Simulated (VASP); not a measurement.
Crystal: Sc7As.

```xyz
8
Lattice="3.3000 0.0000 0.0000 -1.6500 2.8579 0.0000 0.0000 0.0000 18.7000" Properties=species:S:1:pos:R:3 pbc="T T T"
Sc    1.6500    0.9526   11.9493
Sc    0.0000    0.0000    9.3500
Sc    0.0000    1.9053    6.7507
Sc    1.6500    0.9526   17.1479
Sc    0.0000    1.9053    1.5521
Sc    1.6500    0.9526    4.1514
Sc    0.0000    1.9053   14.5486
As    0.0000    0.0000    0.0000
```

- Program: VASP 6.6.1
- Task: relaxation of cell and atoms
- Functional: PBE
- Potentials or basis: VASP PAW PBE potentials, release 64 (Sc_sv, As)
- Cutoff: 600 eV
- k mesh: 6 × 6 × 1
- Occupations: gaussian, width 0.2 eV
- Spin: no spin polarisation

At the start: pressure 10.0 GPa; volume 22.05 Å³/atom.

Problem. How do energy, volume and symmetry change on relaxing?

Solution. Over 12 steps the energy falls by 109.5 meV/atom and the volume is 24.62 Å³/atom (+11.7 %); space group P-3m1 (No. 164, to 0.1 Å) before and after.

The path:
```csv
step,energy change (eV),largest force (eV/Å),pressure (GPa),volume (Å³)
1,0.0000,2.0136,10.03,176.36
2,-0.6036,0.4590,-3.91,213.97
3,-0.7963,0.3815,-0.24,200.16
4,-0.7961,0.3816,-0.09,199.67
5,-0.8171,0.3361,-0.02,199.18
6,-0.8515,0.1702,0.20,197.67
7,-0.8530,0.1314,0.27,197.24
8,-0.8624,0.1429,-0.36,198.82
9,-0.8626,0.1440,-0.45,199.03
10,-0.8710,0.1317,-0.11,197.60
11,-0.8731,0.1221,0.16,196.50
12,-0.8763,0.0792,0.04,196.95
```

Final structure:
```
Sc As
1.0
     3.45000    0.00000    0.00000
    -1.72500    2.98778    0.00000
     0.00000    0.00000   19.10634
Sc As
7 1
Direct
  0.66667 0.33333 0.63742
  0.00000 0.00000 0.50000
  0.33333 0.66667 0.36258
  0.66667 0.33333 0.90997
  0.33333 0.66667 0.09003
  0.66667 0.33333 0.23021
  0.33333 0.66667 0.76979
  0.00000 0.00000 0.00000
```

Caveat: the k points lie up to 0.35 Å⁻¹ apart in the final cell, too coarse for converged energies and pressures of a metal; the relaxation stopped at a loose force limit of 0.08 eV/Å, so its end isn't a converged minimum.
